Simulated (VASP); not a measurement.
# Mo (P6/mmm) in VASP: a series of runs, part 2 of 2

VASP 6.6.1. Earlier steps stand in the parts before.

### 4 Single point, LDA (strain +0.0875 x Voigt [1, 1, 0, 0, 0, 0])

INCAR reads:

```
PREC     = Accurate       # precision mode
ENCUT    = 520            # plane-wave cutoff, eV
EDIFF    = 1E-6           # SCF threshold, eV
ISMEAR   = 0              # smearing method
SIGMA    = 0.15           # smearing width, eV
LREAL    = F              # projectors in reciprocal space
LASPH    = T              # aspherical terms in the spheres
NELM     = 80             # most SCF steps
ALGO     = Normal         # electronic algorithm
ISIF     = 2              # what is computed and relaxed
LWAVE    = F              # write WAVECAR
LCHARG   = F              # write CHGCAR
NBANDS   = 13             # bands
```

KPOINTS reads:

```
Automatic mesh
0
Gamma
  18 18 18
```

POSCAR reads:

```
Mo
1.0
    2.9748675570      0.0000000000      0.0000000000
   -1.4874337785      2.5763108772      0.0000000000
    0.0000000000      0.0000000000      2.5551807000
Mo
1
Direct
    0.0000000000      0.0000000000      0.5000000000
```

Potentials or basis: VASP PAW LDA potentials, release 64 (Mo_sv).

Launch:

```
$ cat potpaw_LDA.64/Mo_sv/POTCAR > POTCAR
$ mpirun -np 1 vasp_std > vasp.out
```

OUTCAR:

```text
PREC = Accurate
   ENCUT = 520
   EDIFF = 1E-6
   ISMEAR = 0
   LREAL = F
   LASPH = T
   NELM = 80
   ISIF = 2

 ion  position               nearest neighbor table
   1  0.000  0.000  0.500-

  LATTYP: Found a hexagonal cell.
 ALAT       =     2.9748675570
 C/A-ratio  =     0.8589225070

  Lattice vectors:

 A1 = (   2.9748675570,   0.0000000000,   0.0000000000)
 A2 = (  -1.4874337785,   2.5763108772,   0.0000000000)
 A3 = (   0.0000000000,   0.0000000000,   2.5551807000)

Analysis of symmetry for initial positions (statically):
=====================================================================
 Subroutine PRICEL returns:
 Original cell was already a primitive cell.

 Routine SETGRP: Setting up the symmetry group for a
 hexagonal supercell.

 Subroutine GETGRP returns: Found 24 space group operations
 (whereof 24 operations were pure point group operations)
 out of a pool of 24 trial point group operations.

The static configuration has the point symmetry D_6h.

Analysis of symmetry for dynamics (positions and initial velocities):
=====================================================================
 Subroutine PRICEL returns:
 Original cell was already a primitive cell.

 Routine SETGRP: Setting up the symmetry group for a
 hexagonal supercell.

 Subroutine GETGRP returns: Found 24 space group operations
 (whereof 24 operations were pure point group operations)
 out of a pool of 24 trial point group operations.

The dynamic configuration has the point symmetry D_6h.

 Subroutine INISYM returns: Found 24 space group operations
 (whereof 24 operations are pure point group operations),
 and found     1 'primitive' translations

----------------------------------------------------------------------------------------

                                     Primitive cell

  volume of cell :      19.5834

  direct lattice vectors                    reciprocal lattice vectors
     2.974867557  0.000000000  0.000000000     0.336149419  0.194075957  0.000000000
    -1.487433779  2.576310877  0.000000000     0.000000000  0.388151915  0.000000000
     0.000000000  0.000000000  2.555180700     0.000000000  0.000000000  0.391361754

  length of vectors
     2.974867557  2.974867557  2.555180700     0.388151915  0.388151915  0.391361754

  position of ions in fractional coordinates (direct lattice)
     0.000000000  0.000000000  0.500000000

  ion indices of the primitive-cell ions
   primitive index   ion index
                 1           1

----------------------------------------------------------------------------------------

 KPOINTS: Automatic mesh

Automatic generation of k-mesh.
 Grid dimensions read from file:
 generate k-points for:   18   18   18

 Generating k-lattice:

  Cartesian coordinates                     Fractional coordinates (reciprocal lattice)
     0.018674968  0.010781998  0.000000000     0.055555556  0.000000000  0.000000000
     0.000000000  0.021563995  0.000000000     0.000000000  0.055555556  0.000000000
     0.000000000  0.000000000  0.021742320     0.000000000  0.000000000  0.055555556

  Length of vectors
     0.021563995  0.021563995  0.021742320

  Shift w.r.t. Gamma in fractional coordinates (k-lattice)
     0.000000000  0.000000000  0.000000000

 Subroutine IBZKPT returns following result:
 ===========================================

 Found    370 irreducible k-points:

 Following reciprocal coordinates:
            Coordinates               Weight
  0.000000  0.000000  0.000000      1.000000
  0.055556 -0.000000  0.000000      6.000000
  0.111111 -0.000000  0.000000      6.000000
  0.166667 -0.000000  0.000000      6.000000
  0.222222 -0.000000  0.000000      6.000000
  0.277778  0.000000  0.000000      6.000000
[... 16 lines left out ...]
  0.333333  0.111111  0.000000     12.000000
  0.388889  0.111111  0.000000     12.000000
 [... further k-points ...]
   k-points           NKPTS =    370   k-points in BZ     NKDIM =    370   number of bands    NBANDS=     13
   number of dos      NEDOS =    301   number of ions     NIONS =      1
   total plane-waves  NPLWV =  11520
   dimension x,y,z NGX =    24 NGY =   24 NGZ =   20
   dimension x,y,z NGXF=    48 NGYF=   48 NGZF=   40
   ions per type =               1
   NGX,Y,Z   is equivalent  to a cutoff of  13.41, 13.41, 13.01 a.u.
   NGXF,Y,Z  is equivalent  to a cutoff of  26.82, 26.82, 26.02 a.u.
 SYSTEM =  unknown system
   PREC   = accura    normal or accurate (medium, high low for compatibility)
   ISTART =      0    job   : 0-new  1-cont  2-samecut
   ICHARG =      2    charge: 1-file 2-atom 10-const
   ISPIN  =      1    spin polarized calculation?
   LNONCOLLINEAR =      F non collinear calculations
   LSORBIT =      F    spin-orbit coupling
   LASPH  =      T    aspherical Exc in radial PAW
   ENCUT  =  520.0 eV  38.22 Ry    6.18 a.u.   5.53  5.53  4.75*2*pi/ulx,y,z
   NELM   =     80;   NELMIN=  2; NELMDL= -5     # of ELM steps
   EDIFF  = 0.1E-05   stopping-criterion for ELM
   LREAL  =      F    real-space projection
   EDIFFG = 0.1E-04   stopping-criterion for IOM
   NSW    =      0    number of steps for IOM
   IBRION =     -1    ionic relax: 0-MD 1-quasi-New 2-CG
   NFREE  =      0    steps in history (QN), initial steepest desc. (CG)
   ISIF   =      2    stress and relaxation
   ISYM   =      2    0-nonsym 1-usesym 2-fastsym
   POTIM  = 0.5000    time-step for ionic-motion
   TEBEG  =    0.0;   TEEND  =   0.0 temperature during run
   PSTRESS=    0.0 pullay stress
   NELECT =      14.0000    total number of electrons
   NUPDOWN=      -1.0000    fix difference up-down
   EMIN   =  10.00;   EMAX   =-10.00  energy-range for DOS
   EFERMI =   0.00;   METHOD = LEGACY
   ISMEAR =     0;   SIGMA  =   0.15  broadening in eV -4-tet -1-fermi 0-gaus
   EFERMI_NEDOS =   21; number of points for ismear=-14 and -15
   IALGO  =     38    algorithm
   IMIX   =      4    mixing-type and parameters
     AMIX     =   0.40;   BMIX     =  1.00
     AMIX_MAG =   1.60;   BMIX_MAG =  1.00
  volume/ion in A,a.u.               =      19.58       132.16
  Fermi-wavevector in a.u.,A,eV,Ry     =   1.463822  2.766223 29.154231  2.142775
  Thomas-Fermi vector in A             =   2.579871
   LORBIT       =      0    0 simple, 1 ext, 2 COOP (PROOUT), +10 PAW based schemes
   GGA     = CA    functional components
   LHFCALC =     F    Hartree Fock is set to
   AEXX    =    0.0000 exact exchange contribution
   IVDW    =     0    specifies the selected vdW correction
   LEPSILON=     F    determine dielectric tensor
   LRPA    =     F    only Hartree local field effects (RPA)
 non-spin polarized calculation
 Gauss-broadening in eV      SIGMA  =   0.15
  energy-cutoff  :      520.00
  volume of cell :       19.58
 maximum number of plane-waves:       552
 NGX is ok and might be reduce to    24
   NGX = 11   NGY = 11   NGZ =  9

 number of electron      14.0000002 magnetization

 Free energy of the ion-electron system (eV)
  ---------------------------------------------------
  ext. energy  EPLUGINS =         0.00000000
  ---------------------------------------------------
  free energy    TOTEN  =       -10.83182648 eV

  energy without entropy =      -10.81645551  energy(sigma->0) =      -10.82414100

 E-fermi :   8.8909     XC(G=0): -12.2878

 val. band max:        8.8904071569   @ k =   0.0000   0.0000   0.3333
 cond. band min:       8.8939908588   @ k =   0.2778   0.1667   0.2778
 fundamental gap:      0.0035837019
 Fermi energy:         8.8908986787

 k-point     1 :       0.0000    0.0000    0.0000
  band No.  band energies     occupation
      1     -51.6949      2.00000
      2     -25.5432      2.00000
      3     -25.5432      2.00000
      4     -25.0666      2.00000
      5       2.8695      2.00000
      6       5.3225      2.00000
      7       8.2114      2.00000
      8       8.2114      2.00000
      9      12.5588      0.00000
     10      12.5588      0.00000
     11      21.2867      0.00000
     12      25.5216      0.00000
     13      26.5668      0.00000
[... 353 lines left out ...]
 k-point    24 :       0.3889    0.1111    0.0000
  band No.  band energies     occupation
      1     -51.6111      2.00000
      2     -26.1427      2.00000
      3     -25.7377      2.00000
      4     -25.0062      2.00000
      5       5.3585      2.00000
      6       5.9066      2.00000
      7       8.6480      1.97800
      8      10.8746      0.00000
      9      12.0365      0.00000
     10      12.5126      0.00000
     11      16.5333      0.00000
     12      19.6269      0.00000
     13      26.3990      0.00000

 [... further k-points ...]
[... 5 lines left out ...]
  --------------------------------------------------------------------------------------
  -------------------------------------------------------------------------------------
  Total       -3.8172383     -3.8172383     -3.4482442      0.0000000     -0.0000000      0.0000000
  in kB     -312.3002530   -312.3002530   -282.1116827      0.0000000     -0.0000000      0.0000000
  external PRESSURE =    -302.2373962 kB  Pullay stress =       0.0000000 kB

 VOLUME and BASIS-vectors are now :
 -----------------------------------------------------------------------------
  energy-cutoff  :      520.00
  volume of cell :       19.58
      direct lattice vectors                 reciprocal lattice vectors
     2.974867557  0.000000000  0.000000000     0.336149419  0.194075957  0.000000000
    -1.487433779  2.576310877  0.000000000     0.000000000  0.388151915  0.000000000
     0.000000000  0.000000000  2.555180700     0.000000000  0.000000000  0.391361754

 POSITION                                       TOTAL-FORCE (eV/Angst)
 -----------------------------------------------------------------------------------
      0.00000      0.00000      1.27759        -0.000000      0.000000      0.000000
 -----------------------------------------------------------------------------------
    total drift:                                0.000000      0.000000     -0.000000

  FREE ENERGIE OF THE ION-ELECTRON SYSTEM (eV)
  ---------------------------------------------------
  free  energy   TOTEN  =       -10.8318264833 eV

  energy  without entropy=      -10.8164555069  energy(sigma->0) =      -10.82414100
```

It took 83 s on 1 thread of Intel Xeon 8259CL, shared host; peak memory 0.2 GiB.

Results:

```yaml
Free_energy: -10.8318 eV
Pressure: -30.2 GPa
Band_gap_on_the_k_mesh: zero (bands 7 and 8 overlap by 1.27 eV)
```

Stress tensor (GPa, compression positive):
```
-31.23   0.00   0.00
  0.00 -31.23   0.00
  0.00   0.00 -28.21
```

Levels at points of the mesh, in eV from the Fermi level:
```tsv
k point	band 5	band 6	band 7	band 8	band 9	band 10
(0.00, 0.00, 0.00)	-6.02	-3.57	-0.68	-0.68	3.67	3.67
(0.50, 0.00, 0.00)	-3.85	-3.01	0.59	1.88	3.10	3.28
(0.00, 0.00, 0.50)	-2.68	0.02	0.02	0.26	0.26	0.78
(0.50, 0.00, 0.50)	-4.20	-2.09	-0.84	3.54	5.27	6.29
```

Caveat: the cell differs from its parent crystal (strain +0.0875 x Voigt [1, 1, 0, 0, 0, 0]); the cell stands under tension.

### 5 Single point, LDA (strain +0.1000 x Voigt [1, 1, 0, 0, 0, 0])

INCAR reads:

```
  PREC = Accurate
  ENCUT = 520
  EDIFF = 1E-6
  ISMEAR = 0
  SIGMA = 0.15
  LREAL = False
  LASPH = True
  NELM = 100
  ALGO = Normal
  ISIF = 2
  LWAVE = False
  LCHARG = True
  GGA = CA
  LELF = True
  LVHAR = True
  NBANDS = 13
```

KPOINTS is that of step 4.

POSCAR reads:

```
Mo
1.0
    3.0090614369      0.0000000000      0.0000000000
   -1.5045307185      2.6059236459      0.0000000000
    0.0000000000      0.0000000000      2.5551807000
Mo
1
Direct
    0.0000000000      0.0000000000      0.5000000000
```

Launch:

```
$ cat potpaw_LDA.64/Mo_sv/POTCAR > POTCAR
$ mpirun -np 1 vasp_std > vasp.out
```

Wall time 92 s (1 thread of Intel Xeon 8259CL, shared host); peak memory 0.2 GiB.

Results (log left out):

- Free energy: -10.7415 eV
- Pressure: -31.8 GPa
- Band gap on the k mesh: zero (bands 7 and 8 overlap by 1.20 eV)

Stress tensor (GPa, compression positive):
```
-32.75   0.00   0.00
  0.00 -32.75   0.00
  0.00   0.00 -30.01
```

Levels at points of the mesh, in eV from the Fermi level:
| k point | band 4 | band 5 | band 6 | band 7 | band 8 | band 9 | band 10 | band 11 |
| --- | --- | --- | --- | --- | --- | --- | --- | --- |
| (0.00, 0.00, 0.00) | -33.95 | -5.92 | -3.50 | -0.67 | -0.67 | 3.62 | 3.62 | 12.29 |
| (0.50, 0.00, 0.00) | -33.90 | -3.74 | -3.00 | 0.54 | 1.97 | 2.94 | 3.26 | 7.17 |
| (0.00, 0.00, 0.50) | -34.30 | -2.55 | -0.07 | -0.07 | 0.28 | 0.28 | 0.87 | 9.79 |
| (0.50, 0.00, 0.50) | -34.43 | -4.08 | -1.95 | -0.89 | 3.39 | 5.15 | 6.19 | 6.34 |

Caveat: the cell differs from its parent crystal (strain +0.1000 x Voigt [1, 1, 0, 0, 0, 0]); the cell stands under tension.

### 6 Overview

```tsv
cell	gap on the mesh (eV)	pressure (GPa)
a = 2.872, b = 2.872, c = 2.555 Å, angles 90.0, 90.0, 120.0°, 1 atom	none	-23.3
a = 2.941, b = 2.941, c = 2.555 Å, angles 90.0, 90.0, 120.0°, 1 atom	none	-28.3
a = 2.975, b = 2.975, c = 2.555 Å, angles 90.0, 90.0, 120.0°, 1 atom	none	-30.2
a = 3.009, b = 3.009, c = 2.555 Å, angles 90.0, 90.0, 120.0°, 1 atom	none	-31.8
```

Alike in all rows: task single point; level LDA; potentials or basis VASP PAW LDA potentials, release 64 (Mo_sv); no spin polarisation; k mesh 18 × 18 × 18; cutoff (eV) 520; smearing gaussian 0.15 eV.

Caveats: the cell stands under tension.

Total energies depend on the potentials used, so only differences within one code and one set of settings carry meaning.
